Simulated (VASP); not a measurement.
# MgAlPS4 (I-4) in VASP: notebook

Runs on MgAlPS4. Level: PBE. Tasks: single point.

Program: VASP 6.6.1. These are calculated values, not measurements. Logs are shortened: lines on timing, memory, paths and dates and some standing lists are left out, and cuts for length are marked.

**1. The cell of the first run**

Symmetry: I-4, No. 82, tetragonal system. Conventional cell: a = 5.563 Å, b = 5.563 Å, c = 10.425 Å, α = 90.00°, β = 90.00°, γ = 90.00°. Within 3.3 Å of Mg (site symmetry -4) lie 4 S at 2.49 Å. Within 3.0 Å of Al (site symmetry -4) lie 4 S at 2.28 Å. Within 3.2 Å of P (site symmetry -4) lie 4 S at 2.39 Å. Within 3.0 Å of S (site symmetry 1) lie 1 Al at 2.28 Å and 1 P at 2.39 Å and 1 Mg at 2.49 Å.

The cell was generated, and may not be a known phase.

**2. Single point, PBE**

INCAR

```
SYSTEM = MgAlPS4
  ALGO = Normal
  EDIFF = 1E-6
  ENCUT = 520
  GGA = PE
  ISIF = 2
  ISMEAR = 0
  LASPH = .TRUE.
  LCHARG = .FALSE.
  LREAL = .FALSE.
  LWAVE = .FALSE.
  NBANDS = 26
  NELM = 60
  PREC = Accurate
  SIGMA = 0.1
```

KPOINTS

```
k-points
0
G
  4 4 4
  0 0 0
```

POSCAR

```
MgAlPS4
1.0
   -2.7815643840      2.7815643840      5.2125831051
    2.7815643840     -2.7815643840      5.2125831051
    2.7815643840      2.7815643840     -5.2125831051
Mg Al P S
1 1 1 4
Direct
    0.5000000000      0.5000000000      0.0000000000
    0.0000000000      0.0000000000      0.0000000000
    0.2500000000      0.7500000000      0.5000000000
    0.3704934722      0.3553772416      0.4677694427
    0.0972759704      0.6295065278     -0.0151162306
    0.6446227584      1.1123922011      1.0151162306
   -0.1123922011      0.9027240296      0.5322305573
```

Potentials or basis: VASP PAW PBE potentials, release 64 (Mg, Al, P, S).

Started as:

```bash
cat potpaw_PBE.64/Mg/POTCAR potpaw_PBE.64/Al/POTCAR potpaw_PBE.64/P/POTCAR potpaw_PBE.64/S/POTCAR > POTCAR
mpirun -np 1 vasp_std > vasp.out
```

OUTCAR:

```text
SYSTEM = MgAlPS4
   EDIFF = 1E-6
   ENCUT = 520
   GGA = PE
   ISIF = 2
   ISMEAR = 0
   LASPH = .TRUE.
   LREAL = .FALSE.
   NELM = 60
   PREC = Accurate

 ion  position               nearest neighbor table
   1  0.500  0.500  0.000-   6 2.49   4 2.49   7 2.49   5 2.49
   2  0.000  0.000  0.000-   5 2.28   4 2.28   6 2.28   7 2.28
   3  0.250  0.750  0.500-   5 2.39   4 2.39   6 2.39   7 2.39
   4  0.370  0.355  0.468-   2 2.28   3 2.39   1 2.49
   5  0.097  0.630  0.985-   2 2.28   3 2.39   1 2.49
   6  0.645  0.112  0.015-   2 2.28   3 2.39   1 2.49
   7  0.888  0.903  0.532-   2 2.28   3 2.39   1 2.49

  LATTYP: Found a body centered tetragonal cell.
 ALAT       =     5.5631287680
 C/A-ratio  =     1.8739753554

  Lattice vectors:

 A1 = (  -2.7815643840,   2.7815643840,   5.2125831051)
 A2 = (   2.7815643840,  -2.7815643840,   5.2125831051)
 A3 = (   2.7815643840,   2.7815643840,  -5.2125831051)

Analysis of symmetry for initial positions (statically):
=====================================================================
 Subroutine PRICEL returns:
 Original cell was already a primitive cell.

 Routine SETGRP: Setting up the symmetry group for a
 body centered tetragonal supercell.

 Subroutine GETGRP returns: Found  4 space group operations
 (whereof  4 operations were pure point group operations)
 out of a pool of 16 trial point group operations.

The static configuration has the point symmetry S_4 .

Analysis of symmetry for dynamics (positions and initial velocities):
=====================================================================
 Subroutine PRICEL returns:
 Original cell was already a primitive cell.

 Routine SETGRP: Setting up the symmetry group for a
 body centered tetragonal supercell.

 Subroutine GETGRP returns: Found  4 space group operations
 (whereof  4 operations were pure point group operations)
 out of a pool of 16 trial point group operations.

The dynamic configuration has the point symmetry S_4 .

 Subroutine INISYM returns: Found  4 space group operations
 (whereof  4 operations are pure point group operations),
 and found     1 'primitive' translations

----------------------------------------------------------------------------------------

                                     Primitive cell

  volume of cell :     161.3211

  direct lattice vectors                    reciprocal lattice vectors
    -2.781564384  2.781564384  5.212583105     0.000000000  0.179754962  0.095921732
     2.781564384 -2.781564384  5.212583105     0.179754962  0.000000000  0.095921732
     2.781564384  2.781564384 -5.212583105     0.179754962  0.179754962  0.000000000

  length of vectors
     6.530331038  6.530331038  6.530331038     0.203746963  0.203746963  0.254211905

  position of ions in fractional coordinates (direct lattice)
     0.500000000  0.500000000  0.000000000
     0.000000000  0.000000000  0.000000000
     0.250000000  0.750000000  0.500000000
     0.370493472  0.355377242  0.467769443
     0.097275970  0.629506528  0.984883769
     0.644622758  0.112392201  0.015116231
     0.887607799  0.902724030  0.532230557

  ion indices of the primitive-cell ions
   primitive index   ion index
                 1           1
                 2           2
                 3           3
                 4           4
                 5           5
                 6           6
                 7           7

----------------------------------------------------------------------------------------

 KPOINTS: k-points

Automatic generation of k-mesh.
 Grid dimensions read from file:
 generate k-points for:    4    4    4

 Generating k-lattice:

  Cartesian coordinates                     Fractional coordinates (reciprocal lattice)
     0.000000000  0.044938740  0.023980433     0.250000000  0.000000000  0.000000000
     0.044938740  0.000000000  0.023980433     0.000000000  0.250000000  0.000000000
     0.044938740  0.044938740  0.000000000     0.000000000  0.000000000  0.250000000

  Length of vectors
     0.050936741  0.050936741  0.063552976

  Shift w.r.t. Gamma in fractional coordinates (k-lattice)
     0.000000000  0.000000000  0.000000000

 Subroutine IBZKPT returns following result:
 ===========================================

 Found     14 irreducible k-points:

 Following reciprocal coordinates:
            Coordinates               Weight
  0.000000  0.000000  0.000000      1.000000
  0.250000  0.000000 -0.000000      8.000000
  0.500000  0.000000 -0.000000      4.000000
  0.250000  0.250000 -0.000000      8.000000
  0.500000  0.250000 -0.000000      8.000000
  0.500000 -0.250000 -0.250000      8.000000
 -0.250000  0.250000  0.000000      4.000000
  0.500000  0.500000 -0.000000      2.000000
  0.250000  0.250000  0.250000      2.000000
 -0.250000  0.250000  0.250000      4.000000
  0.500000  0.500000  0.250000      4.000000
 -0.250000  0.500000  0.250000      8.000000
 -0.250000 -0.250000  0.250000      2.000000
  0.500000  0.500000  0.500000      1.000000
   k-points           NKPTS =     14   k-points in BZ     NKDIM =     14   number of bands    NBANDS=     26
   number of dos      NEDOS =    301   number of ions     NIONS =      7
   total plane-waves  NPLWV = 125000
   dimension x,y,z NGX =    50 NGY =   50 NGZ =   50
   dimension x,y,z NGXF=   100 NGYF=  100 NGZF=  100
   ions per type =               1   1   1   4
   NGX,Y,Z   is equivalent  to a cutoff of  12.73, 12.73, 12.73 a.u.
   NGXF,Y,Z  is equivalent  to a cutoff of  25.46, 25.46, 25.46 a.u.
 SYSTEM =  MgAlPS4
   PREC   = accura    normal or accurate (medium, high low for compatibility)
   ISTART =      0    job   : 0-new  1-cont  2-samecut
   ICHARG =      2    charge: 1-file 2-atom 10-const
   ISPIN  =      1    spin polarized calculation?
   LNONCOLLINEAR =      F non collinear calculations
   LSORBIT =      F    spin-orbit coupling
   LASPH  =      T    aspherical Exc in radial PAW
   ENCUT  =  520.0 eV  38.22 Ry    6.18 a.u.  12.14 12.14 12.14*2*pi/ulx,y,z
   NELM   =     60;   NELMIN=  2; NELMDL= -5     # of ELM steps
   EDIFF  = 0.1E-05   stopping-criterion for ELM
   LREAL  =      F    real-space projection
   EDIFFG = 0.1E-04   stopping-criterion for IOM
   NSW    =      0    number of steps for IOM
   IBRION =     -1    ionic relax: 0-MD 1-quasi-New 2-CG
   NFREE  =      0    steps in history (QN), initial steepest desc. (CG)
   ISIF   =      2    stress and relaxation
   ISYM   =      2    0-nonsym 1-usesym 2-fastsym
   POTIM  = 0.5000    time-step for ionic-motion
   TEBEG  =    0.0;   TEEND  =   0.0 temperature during run
   PSTRESS=    0.0 pullay stress
   NELECT =      34.0000    total number of electrons
   NUPDOWN=      -1.0000    fix difference up-down
   EMIN   =  10.00;   EMAX   =-10.00  energy-range for DOS
   EFERMI =   0.00;   METHOD = LEGACY
   ISMEAR =     0;   SIGMA  =   0.10  broadening in eV -4-tet -1-fermi 0-gaus
   EFERMI_NEDOS =   21; number of points for ismear=-14 and -15
   IALGO  =     38    algorithm
   IMIX   =      4    mixing-type and parameters
     AMIX     =   0.40;   BMIX     =  1.00
     AMIX_MAG =   1.60;   BMIX_MAG =  1.00
  volume/ion in A,a.u.               =      23.05       155.52
  Fermi-wavevector in a.u.,A,eV,Ry     =   0.974251  1.841067 12.914166  0.949164
  Thomas-Fermi vector in A             =   2.104695
   LORBIT       =      0    0 simple, 1 ext, 2 COOP (PROOUT), +10 PAW based schemes
   GGA     = PE    functional components
   LHFCALC =     F    Hartree Fock is set to
   AEXX    =    0.0000 exact exchange contribution
   IVDW    =     0    specifies the selected vdW correction
   LEPSILON=     F    determine dielectric tensor
   LRPA    =     F    only Hartree local field effects (RPA)
 non-spin polarized calculation
 Gauss-broadening in eV      SIGMA  =   0.10
  energy-cutoff  :      520.00
  volume of cell :      161.32
 maximum number of plane-waves:      4378
 NGX is ok and might be reduce to    50
   NGX = 25   NGY = 25   NGZ = 25

 number of electron      34.0000000 magnetization

 Free energy of the ion-electron system (eV)
  ---------------------------------------------------
  ext. energy  EPLUGINS =         0.00000000
  ---------------------------------------------------
  free energy    TOTEN  =       -31.35438238 eV

  energy without entropy =      -31.35438238  energy(sigma->0) =      -31.35438238

 E-fermi :   4.0324     XC(G=0):  -8.6504

 val. band max:        3.6487218498   @ k =   0.5000   0.0000  -0.0000
 cond. band min:       4.3954869944   @ k =   0.0000   0.0000   0.0000
 fundamental gap:      0.7467651446
 Fermi energy:         4.0324246991

 k-point     1 :       0.0000    0.0000    0.0000
  band No.  band energies     occupation
      1     -10.7996      2.00000
      2      -8.9765      2.00000
      3      -8.9765      2.00000
      4      -8.8837      2.00000
      5      -6.3778      2.00000
      6      -1.8783      2.00000
[... 18 lines left out ...]
     25       8.9644      0.00000
     26       9.6556      0.00000

 k-point     2 :       0.2500    0.0000   -0.0000
  band No.  band energies     occupation
      1     -10.6328      2.00000
      2      -9.2049      2.00000
      3      -9.0375      2.00000
      4      -8.9466      2.00000
      5      -6.1673      2.00000
      6      -2.2231      2.00000
[... 18 lines left out ...]
     25       8.8085      0.00000
     26       9.8254      0.00000

 k-point     3 :       0.5000    0.0000   -0.0000
  band No.  band energies     occupation
      1     -10.3847      2.00000
      2      -9.5266      2.00000
      3      -9.0855      2.00000
      4      -9.0008      2.00000
      5      -5.9579      2.00000
      6      -2.2861      2.00000
[... 282 lines left out ...]
 k-point    13 :      -0.2500   -0.2500    0.2500
  band No.  band energies     occupation
      1     -10.6362      2.00000
      2      -9.2469      2.00000
      3      -8.9886      2.00000
      4      -8.9886      2.00000
      5      -6.1257      2.00000
      6      -2.2475      2.00000
[... 18 lines left out ...]
     25       8.2174      0.00000
     26       9.1905      0.00000

 k-point    14 :       0.5000    0.5000    0.5000
  band No.  band energies     occupation
      1     -10.3626      2.00000
      2      -9.6852      2.00000
      3      -9.0005      2.00000
      4      -9.0005      2.00000
      5      -5.9086      2.00000
      6      -2.4599      2.00000
[... 18 lines left out ...]
     25       8.5615      0.00000
     26       8.8282      0.00000

------------------------ aborting loop because EDIFF is reached ----------------------------------------

  FORCE on cell =-STRESS in cart. coord.  units (eV):
  Direction    XX          YY          ZZ          XY          YZ          ZX
  --------------------------------------------------------------------------------------
  -------------------------------------------------------------------------------------
  Total       -0.1268627     -0.1268627      0.1254588      0.0000000      0.0000000      0.0000000
  in kB       -1.2599498     -1.2599498      1.2460070      0.0000003      0.0000000      0.0000000
  external PRESSURE =      -0.4246309 kB  Pullay stress =       0.0000000 kB

 VOLUME and BASIS-vectors are now :
 -----------------------------------------------------------------------------
  energy-cutoff  :      520.00
  volume of cell :      161.32
      direct lattice vectors                 reciprocal lattice vectors
    -2.781564384  2.781564384  5.212583105     0.000000000  0.179754962  0.095921732
     2.781564384 -2.781564384  5.212583105     0.179754962  0.000000000  0.095921732
     2.781564384  2.781564384 -5.212583105     0.179754962  0.179754962  0.000000000

 POSITION                                       TOTAL-FORCE (eV/Angst)
 -----------------------------------------------------------------------------------
      0.00000      0.00000      5.21258        -0.000000     -0.000000     -0.000000
      0.00000      0.00000      0.00000        -0.000000     -0.000000     -0.000000
      2.78156     -0.00000      2.60629         0.000000      0.000000     -0.000000
      1.25908      1.34318      1.34537         0.008602      0.013151     -0.007537
      4.21995      1.25908     -1.34537        -0.013151      0.008602      0.007537
     -1.43839      1.52248      3.86721         0.013151     -0.008602      0.007537
      1.52248      1.43839      6.55796        -0.008602     -0.013151     -0.007537
 -----------------------------------------------------------------------------------
    total drift:                               -0.000000      0.000000      0.000000

  FREE ENERGIE OF THE ION-ELECTRON SYSTEM (eV)
  ---------------------------------------------------
  free  energy   TOTEN  =       -31.3543823818 eV

  energy  without entropy=      -31.3543823784  energy(sigma->0) =      -31.35438238
```

Wall time 88 s (1 thread of Oxide Virtual Turin-like, shared host); peak memory 0.34 GiB.

What came out:

```
Free energy            : -31.3544 eV
Pressure               : 0.0 GPa
Largest force          : 0.017 eV/Å
Band gap on the k mesh : 0.75 eV (least direct gap 1.08 eV)
```

Forces in eV/Å, atoms in the order of the input:
```
Mg   0.000  0.000  0.000
Al   0.000  0.000  0.000
P    0.000  0.000  0.000
S    0.009  0.013 -0.008
S   -0.013  0.009  0.008
S    0.013 -0.009  0.008
S   -0.009 -0.013 -0.008
```

Caveat: semilocal functionals underestimate gaps, and a narrow one can read as zero. A k mesh can miss the band edges.

**3. Single point, PBE**

This run uses another cell than the first one, of 24.15 Å³/atom.

INCAR

```
ALGO     = Normal         # electronic algorithm
EDIFF    = 1E-7           # SCF threshold, eV
ENCUT    = 520            # plane-wave cutoff, eV
GGA      = PE             # functional
ISIF     = 2              # what is computed and relaxed
ISMEAR   = 0              # smearing method
LASPH    = True           # aspherical terms in the spheres
LCHARG   = True           # write CHGCAR
LELF     = True           # ELF
LREAL    = False          # projectors in reciprocal space
LVHAR    = True         
LWAVE    = False          # write WAVECAR
NBANDS   = 26             # bands
NELM     = 60             # most SCF steps
PREC     = Accurate       # precision mode
SIGMA    = 0.1            # smearing width, eV
```

KPOINTS

```
k-points
0
Gamma
  4 4 4
```

POSCAR

```
MgAlPS4
1.0
   -3.1032291800      3.1032291800      4.3886287900
    3.1032291800     -3.1032291800      4.3886287900
    3.1032291800      3.1032291800     -4.3886287900
Mg Al P S
1 1 1 4
Direct
    0.5000000000      0.5000000000      0.0000000000
    0.0000000000      0.0000000000      0.0000000000
    0.2500000000      0.7500000000      0.5000000000
    0.1220374500      0.3669538700      0.2992054000
    0.1771679500      0.8779625500      0.2449164200
    0.6330461300      0.9322515300      0.7550835800
    0.0677484700      0.8228320500      0.7007946000
```

Potentials or basis: VASP PAW PBE potentials, release 64 (Mg, Al, P, S).

Started as:

```bash
cat potpaw_PBE.64/Mg/POTCAR potpaw_PBE.64/Al/POTCAR potpaw_PBE.64/P/POTCAR potpaw_PBE.64/S/POTCAR > POTCAR
mpirun -np 1 vasp_std > vasp.out
```

It took 1.7 min on 1 thread of Oxide Virtual Turin-like, shared host; peak memory 0.32 GiB.

The run converged. Its results:

```yaml
Free_energy: -21.2000 eV
Pressure: 26.4 GPa
Largest_force: 6.000 eV/Å
Band_gap_on_the_k_mesh: 0.16 eV (least direct gap 0.47 eV)
```

Forces in eV/Å, atoms in the order of the input:
```
Mg   0.000  0.000  0.000
Al   0.000  0.000  0.000
P    0.000  0.000  0.000
S    5.308  1.103  2.569
S   -1.103  5.308 -2.569
S    1.103 -5.308 -2.569
S   -5.308 -1.103  2.569
```

Stress tensor (GPa, compression positive):
```
30.65  0.00  0.00
 0.00 30.65  0.00
 0.00  0.00 17.87
```

Levels at points of the mesh, in eV from the valence-band top:
```tsv
k point	band 15	band 16	band 17	band 18	band 19	band 20
(0.00, 0.00, 0.00)	-1.92	-1.92	-0.98	0.24	0.49	0.49
(0.50, 0.00, 0.00)	-2.68	-1.92	-0.62	0.35	1.44	1.83
(0.50, 0.50, 0.00)	-2.85	-2.40	-0.02	0.44	1.00	2.48
(0.50, 0.50, 0.50)	-2.29	-2.29	-0.08	1.02	1.23	2.63
```

Caveat: the stress differs along the axes, from 18 to 31 GPa; semilocal functionals underestimate gaps, and a narrow one can read as zero; forces of over 1 eV/Å act on the atoms, so gaps and moduli don't describe the material at rest. A k mesh can miss the band edges.

**4. Single point, PBE**

This run uses another cell than the first one, of 23.11 Å³/atom.

INCAR

```
SYSTEM = MgAlPS4
PREC = Accurate
ENCUT = 520
EDIFF = 1E-6
ISMEAR = 0
SIGMA = 0.02
LREAL = .False.
LASPH = .True.
NELM = 80
ALGO = Normal
ISIF = 2
LWAVE = .False.
LCHARG = .False.
GGA = PE
NBANDS = 26
```

KPOINTS

```
regular mesh
0
Gamma
  8 8 8
  0 0 0
```

POSCAR

```
MgAlPS4
1.0
   -2.7696348909      2.7696348909      5.2717505919
    2.7696348909     -2.7696348909      5.2717505919
    2.7696348909      2.7696348909     -5.2717505919
Mg Al P S
1 1 1 4
Direct
    0.5000000000      0.5000000000      0.0000000000
    0.0000000000      0.0000000000      0.0000000000
    0.2500000000      0.7500000000      0.5000000000
    0.3706381042      0.3550617615      0.4683579289
    0.0977198247      0.6293618958      0.9844236573
    0.6449382385      0.1132961674      0.0155763427
    0.8867038326      0.9022801753      0.5316420711
```

Started as:

```bash
cat potpaw_PBE.64/Mg/POTCAR potpaw_PBE.64/Al/POTCAR potpaw_PBE.64/P/POTCAR potpaw_PBE.64/S/POTCAR > POTCAR
mpirun -np 1 vasp_std > vasp.out
```

Wall time 12 min (1 thread of Oxide Virtual Turin-like, shared host); peak memory 0.51 GiB.

The run converged. Its results:

| Quantity | Value |
| --- | --- |
| Free energy | -31.3567 eV |
| Pressure | -0.2 GPa |
| Largest force | 0.013 eV/Å |
| Band gap on the k mesh | 0.70 eV (least direct gap 1.13 eV) |

Forces in eV/Å, atoms in the order of the input:
```
Mg   0.000  0.000  0.000
Al   0.000  0.000  0.000
P    0.000  0.000  0.000
S    0.004 -0.008 -0.010
S    0.008  0.004  0.010
S   -0.008 -0.004  0.010
S   -0.004  0.008 -0.010
```

Levels at points of the mesh, in eV from the valence-band top:
```csv
k point,band 13,band 14,band 15,band 16,band 17,band 18,band 19,band 20,band 21,band 22
"(0.00, 0.00, 0.00)",-3.01,-1.88,-1.88,-1.76,-0.43,0.70,1.94,1.94,2.21,3.18
"(0.50, 0.00, 0.00)",-2.79,-2.59,-2.52,-1.91,-0.09,1.38,1.66,2.14,4.15,4.32
"(0.50, 0.50, 0.00)",-2.62,-2.14,-2.09,-1.79,-0.71,1.53,1.62,1.85,3.19,3.90
"(0.50, 0.50, 0.50)",-3.00,-3.00,-2.12,-2.12,-0.88,0.89,0.89,1.55,2.98,3.31
```

Caveat: semilocal functionals underestimate gaps, and a narrow one can read as zero.

**5. Summary**

```csv
cell,k mesh,smearing,gap on the mesh (eV),pressure (GPa),largest force (eV/Å)
"a = 6.530 Å, angles 129.6, 129.6, 74.1°, 7 atoms, atomic positions A",4 × 4 × 4,gaussian 0.1 eV,0.75,0.0,0.02
"a = 6.206 Å, angles 120.0, 120.0, 90.0°, 7 atoms, atomic positions B",4 × 4 × 4,gaussian 0.1 eV,0.16,26.4,6.00
"a = 6.568 Å, angles 130.1, 130.1, 73.2°, 7 atoms, atomic positions C",8 × 8 × 8,gaussian 0.02 eV,0.70,-0.2,0.01
```

Alike in all rows: task single point; level PBE; potentials or basis VASP PAW PBE potentials, release 64 (Mg, Al, P, S); no spin polarisation; cutoff (eV) 520.

Caveats: semilocal functionals underestimate gaps, and a narrow one can read as zero; the stress differs along the axes, from 18 to 31 GPa (at least some runs); forces of over 1 eV/Å act on the atoms, so gaps and moduli don't describe the material at rest (at least some runs).

Absolute energies hang on the potentials; compare differences alone.
